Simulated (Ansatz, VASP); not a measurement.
One calculation of NaCl, two programs

Contents of POSCAR:

```
NaCl
1.0
    3.5308124840      0.0000000000      0.0000000000
    0.0000000000      3.5308124840      0.0000000000
    0.0000000000      0.0000000000      3.5308124840
Na Cl
1 1
Direct
    0.0000000000      0.0000000000      0.0000000000
    0.5000000000      0.5000000000      0.5000000000
```

INCAR.step1

```
SYSTEM = NaCl
ALGO     = Normal         ! electronic algorithm
EDIFF    = 1E-5           ! SCF threshold, eV
ENCUT    = 520            ! plane-wave cutoff, eV
GGA      = PE             ! functional
ISIF     = 2              ! what is computed and relaxed
ISMEAR   = 0              ! smearing method
LASPH    = .True.         ! aspherical terms in the spheres
LREAL    = .False.        ! projectors in reciprocal space
LWAVE    = .True.         ! write WAVECAR
NBANDS   = 14             ! bands
NELM     = 80             ! most SCF steps
PREC     = Accurate       ! precision mode
SIGMA    = 0.01           ! smearing width, eV
```

Contents of INCAR.step2:

```
SYSTEM = NaCl
ALGO     = Normal         ! electronic algorithm
EDIFF    = 1E-6           ! SCF threshold, eV
ENCUT    = 520            ! plane-wave cutoff, eV
GGA      = PE             ! functional
HFSCREEN = 0.2079         ! screening, 1/A
ISIF     = 2              ! what is computed and relaxed
ISMEAR   = 0              ! smearing method
ISTART   = 1            
LASPH    = .True.         ! aspherical terms in the spheres
LCHARG   = .True.         ! write CHGCAR
LELF     = .True.         ! ELF
LHFCALC  = .True.         ! exact exchange
LREAL    = .False.        ! projectors in reciprocal space
LVHAR    = .True.       
LWAVE    = .False.        ! write WAVECAR
NBANDS   = 14             ! bands
NELM     = 80             ! most SCF steps
PREC     = Accurate       ! precision mode
PRECFOCK = Normal       
SIGMA    = 0.01           ! smearing width, eV
```

The input KPOINTS:

```
k-points
0
Gamma
  6 6 6
  0 0 0
```

Input for Ansatz:

```yaml
crystal:
  lattice:
    - [3.530812484, 0.0, 0.0]
    - [0.0, 3.530812484, 0.0]
    - [0.0, 0.0, 3.530812484]
  atoms:
    - { symbol: Na, position: [0.0, 0.0, 0.0] }
    - { symbol: Cl, position: [0.5, 0.5, 0.5] }
kpoints:
  mp_grid: { grid: [6, 6, 6] }
  band_path:
    path:
      - [0.0, 0.0, 0.0]
      - [0.0, 0.5, 0.0]
      - [0.5, 0.5, 0.0]
      - [0.5, 0.5, 0.5]
      - [0.0, 0.5, 0.5]
    npoints: 1
hamiltonian:
  xc: hse06
scf:
  occupations: { method: fixed }
  n_extra_bands: 4
output:
  forces: true
  stress: true
  eigenvalues: true
```

Change from the starting cell: hydrostatic strain +2.1%.

Alike in both runs: task single point; functional HSE06; k mesh 6 × 6 × 6; no spin polarisation.

```csv
,VASP,Ansatz
version,VASP 6.6.1,Ansatz 0.2.0
potentials or method,"VASP PAW PBE potentials, release 64 (Na_pv, Cl)","plane waves, PAW"
plane-wave cutoff (eV),520,420
occupations,"gaussian, width 0.01 eV",fixed
valence electrons in the cell,14,16
```

Ansatz gave:

| Quantity | Value |
| --- | --- |
| gap on the k mesh at the Fermi level (eV) | 5.21 |
| pressure (GPa) | -1.0 |

Task: Which values does VASP return?

Result: gap on the k mesh at the Fermi level (eV): 5.20; pressure (GPa): -1.0.

VASP's potentials hold 14 valence electrons a cell and Ansatz's 16, so a difference there can come from the potentials and not from the codes. Ansatz's warnings: stress exchange threshold loose, stress scf threshold loose.
